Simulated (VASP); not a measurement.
Set up this calculation in VASP 6.6.1, as the native input.

- Task: single point
- Functional: LDA
- Potentials or basis: VASP PAW LDA potentials, release 64 (Sb)
- Cutoff: 520 eV
- k mesh: 20 × 20 × 20
- Occupations: gaussian, width 0.15 eV
- Spin: no spin polarisation
- Dipole correction: no
- Further INCAR settings: ALGO = Normal; EDIFF = 1e-06; NBANDS = 8

The structure of Sb lies in POSCAR:

```
Sb
1.0
    0.0000000000      2.4380729633      2.2430271262
    2.4380729633      0.0000000000      2.2430271262
    2.4380729633      2.4380729633      0.0000000000
Sb
1
Direct
    0.0000000000      0.0000000000      0.0000000000
```

This cell differs from its parent crystal: ratio of the length along z to the lengths across it x 0.92, volume and fractional coordinates fixed.

These files were run (other wordings do the same):

INCAR

```
ALGO = Normal
EDIFF = 1E-6
ENCUT = 520
GGA = CA
ISIF = 2
ISMEAR = 0
LASPH = T
LCHARG = T
LELF = T
LREAL = F
LVHAR = T
LWAVE = F
NBANDS = 8
NELM = 60
PREC = Accurate
SIGMA = 0.15
```

KPOINTS

```
k-points
0
Gamma
  20 20 20
```

Potentials or basis: VASP PAW LDA potentials, release 64 (Sb).

Run with:

```console
$ cat potpaw_LDA.64/Sb/POTCAR > POTCAR
$ mpirun -np 1 vasp_std > vasp.out
```

It gave:

| Item | Value |
| --- | --- |
| Pressure | -2.3 GPa |

It took 71 s on 1 thread of Intel(R) Xeon(R) Platinum 8488C (Sapphire Rapids), on a shared host, peak memory 0.25 GiB.
